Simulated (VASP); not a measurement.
A run of VASP 6.6.1 is set up as follows.

INCAR

```
PREC = Accurate
ENCUT = 520
EDIFF = 1E-7
ISMEAR = 0
SIGMA = 0.05
LREAL = F
LASPH = T
NELM = 150
ALGO = Normal
ISIF = 2
LWAVE = F
LCHARG = F
ISPIN = 2
MAGMOM = 0.15 0 0 0
LORBIT = 11
LMAXMIX = 4
GGA = PE
NBANDS = 26
```

The input KPOINTS:

```
Automatic mesh
0
Gamma
  10 10 10
```

Contents of POSCAR:

```
OsF3
1.0
    4.0031251169      0.0000000000      0.0000000000
    0.0000000000      4.0031251169      0.0000000000
    0.0000000000      0.0000000000      4.0031251169
Os F
1 3
Direct
    0.0000000000      0.0000000000      0.0000000000
    0.5000000000      0.0000000000      0.0000000000
    0.0000000000      0.0000000000      0.5000000000
    0.0000000000      0.5000000000      0.0000000000
```

Potentials or basis: VASP PAW PBE potentials, release 64 (Os, F).

Run with:

```sh
$ cat potpaw_PBE.64/Os/POTCAR potpaw_PBE.64/F/POTCAR > POTCAR
$ mpirun -np 1 vasp_std > vasp.out
```

**Question.** What does it give for the net moment?

**Answer.** 0.26 μB per cell.

**Question.** Estimate the pressure.

**Answer.** 3.6 GPa.

Caveat: the cell stands under pressure; a moment this small can come from the mesh or the smearing.
